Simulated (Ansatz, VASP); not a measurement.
**Se: VASP beside Ansatz**

```
Se
1.0
     3.88299    0.00000    0.00000
    -1.94150    3.36277    0.00000
     0.00000    0.00000    5.62840
Se
3
Direct
  0.30880 0.00000 0.33333
  0.00000 0.30880 0.66667
  0.69120 0.69120 0.00000
```

Alike in both runs: task single point; functional PBE; dispersion D3(BJ); k mesh 9 × 9 × 8; occupations gaussian, width 0.05 eV; no spin polarisation.

|  | VASP | Ansatz |
| --- | --- | --- |
| version | VASP 6.6.1 | Ansatz 0.2.0 |
| potentials or method | VASP PAW PBE potentials, release 64 (Se), cutoff 520 eV | scalar-relativistic, plane waves, PAW |
| valence electrons in the cell | 18 | 48 |

```tsv
	VASP	Ansatz	Ansatz less VASP
gap on the k mesh at the Fermi level (eV)	none	none	-
pressure (GPa)	-7.5	-7.5	0.00
traceless stress, the component that is largest in VASP (GPa)	-3.91	-3.92	-0.005
rms of the force components (eV/Å)	0.351	0.351	+0.0001
```

Atom by atom the forces differ by 0.000 eV/Å (rms over components). A gap of «none» marks a metal or a gap that the smearing closes. VASP's potentials hold 18 valence electrons a cell and Ansatz's 48, so a difference there can come from the potentials and not from the codes.
